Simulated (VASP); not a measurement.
## Au: single point with PBE

Crystal: Au.

```
CELL_PARAMETERS angstrom
1.63486 1.63486 1.63486
-1.63486 1.63486 1.63486
-1.63486 -1.63486 1.63486
ATOMIC_POSITIONS crystal
Au 0.00000 0.00000 0.00000
```

```json
{"Program": "VASP 6.6.1", "Task": "single point", "Functional": "PBE", "Potentials or basis": "VASP PAW PBE potentials, release 64 (Au)", "Cutoff": "520 eV", "k mesh": "11 × 11 × 11", "Occupations": "gaussian, width 0.1 eV", "Spin": "no spin polarisation", "Dipole correction": "no", "Further INCAR settings": "ALGO = Normal; EDIFF = 1e-06; NBANDS = 12"}
```

```
Pressure : 4.8 GPa
```

Levels at points of the mesh, in eV from the Fermi level:
| k point | band 1 | band 2 | band 3 | band 4 | band 5 | band 6 | band 7 | band 8 | band 9 | band 10 |
| --- | --- | --- | --- | --- | --- | --- | --- | --- | --- | --- |
| (0.00, 0.00, 0.00) | -9.46 | -4.60 | -4.60 | -4.60 | -2.75 | -2.75 | 16.64 | 16.64 | 16.64 | 24.02 |

It took 6.6 s on 1 thread of AMD EPYC 9R45 96-Core Processor (Zen 5) (shared host), peak memory 0.11 GiB.

Caveat: spin-orbit coupling is left out, which moves the levels of the heavy elements.
